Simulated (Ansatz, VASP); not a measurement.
Two plane-wave programs on Ni

The input INCAR:

```
  PREC = Accurate
  ENCUT = 600
  EDIFF = 1E-6
  ISMEAR = 0
  SIGMA = 0.1
  LREAL = False
  LASPH = True
  NELM = 150
  ALGO = Normal
  ISIF = 3
  LWAVE = False
  LCHARG = False
  ISPIN = 2
  MAGMOM = 0.93
  LORBIT = 11
  LMAXMIX = 4
  GGA = PE
  IBRION = 2
  NSW = 80
  EDIFFG = -0.05
```

KPOINTS

```
Automatic mesh
0
Gamma
  8 8 8
```

Contents of POSCAR:

```
Ni
1.0
   -1.7280715488      1.7280715488      1.7196082981
    1.7280715488     -1.7280715488      1.7196082981
    1.7280715488      1.7280715488     -1.7196082981
Ni
1
Direct
    0.5000000000      0.5000000000      0.0000000000
```

Input for Ansatz:

```yaml
crystal:
  lattice:
    - [-1.7280715488, 1.7280715488, 1.7196082981]
    - [1.7280715488, -1.7280715488, 1.7196082981]
    - [1.7280715488, 1.7280715488, -1.7196082981]
  atoms:
    - { symbol: Ni, position: [0.5, 0.5, 0.0], spin: 0.93 }
basis:
  ecutwfc: 420
kpoints:
  mp_grid: { grid: [8, 8, 8] }
hamiltonian:
  xc: pbe
scf:
  occupations: { method: gaussian, width: 0.1 }
output:
  forces: true
  stress: true
  eigenvalues: true
  populations: true
magnetization:
  spin_polarized: true
relax:
  adjacent_minimum: "off"
  f_tol: 0.05
  max_steps: 60
  cell: { stress_tol: 0.5 }
```

Alike in both runs: task relaxation of cell and atoms; functional PBE; k mesh 8 × 8 × 8; occupations gaussian, width 0.1 eV; collinear spin.

|  | VASP | Ansatz |
| --- | --- | --- |
| version | VASP 6.6.1 | Ansatz 0.2.0 |
| potentials or method | VASP PAW PBE potentials, release 64 (Ni), cutoff 600 eV | scalar-relativistic, plane waves, PAW |
| valence electrons in the cell | 10 | 18 |

```csv
,VASP,Ansatz,Ansatz less VASP
"gap on the k mesh at the Fermi level, each at its own relaxed structure (eV)",none,none,-
net moment per atom (μB),0.57,0.71,+0.141
size of the moment on the site where the two differ most (μB),0.58,0.75,+0.167
relaxed volume (Å³/atom),11.01,11.08,+0.074
relaxed cell length with the largest relative difference (Å),2.427,2.447,+0.0195
```

The net moments are unlike, so the other rows may belong to different states. Site moments also hang on the region over which each program counts them. A gap of «none» marks a metal or a gap that the smearing closes. VASP's potentials hold 10 valence electrons a cell and Ansatz's 18, so a difference there can come from the potentials and not from the codes.

Noted on VASP's run: the volume moved by over 15 % at a fixed basis, so the end points are rough.
